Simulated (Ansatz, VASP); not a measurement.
H9ClO4 in VASP and in Ansatz

```xyz
14
Lattice="5.5505 0.0000 0.0000 0.0000 5.5505 0.0000 0.0000 0.0000 5.5505" Properties=species:S:1:pos:R:3 pbc="T T T"
O     2.3860   -0.5267   -0.3304
O    -0.1074    4.1107    3.7732
O     3.8372    3.1116    1.4507
O     4.0683    1.4184    3.7971
H     1.8974   -0.0771    0.3883
H     2.8849    0.2040   -0.7641
H     0.7976    4.2757    4.1172
H    -0.5750    4.9428    3.9638
H     4.5020    3.6227    1.9505
H     3.4222    3.7464    0.8226
H     4.3983    2.2274    4.2507
H     3.5611    1.7937    3.0408
H     0.0528    1.2991    2.7272
Cl    1.1704    1.4614    2.0461
```

Alike in both runs: functional PBE; k mesh 1 × 1 × 1; occupations fermi-dirac, width 0.02 eV; no spin polarisation.

Ansatz relaxed the structure, and its values are those at the end. VASP's run is a single point on that final structure, the one shown.

|  | VASP | Ansatz |
| --- | --- | --- |
| version | VASP 6.6.1 | Ansatz 0.2.0 |
| potentials or method | VASP PAW PBE potentials, release 64 (O_h, H_h, Cl), cutoff 1000 eV | scalar-relativistic, plane waves, PAW |
| valence electrons in the cell | 40 | 40 |

```csv
,VASP,Ansatz,Ansatz less VASP
rms of the force components (eV/Å),0.070,0.071,+0.0007
```
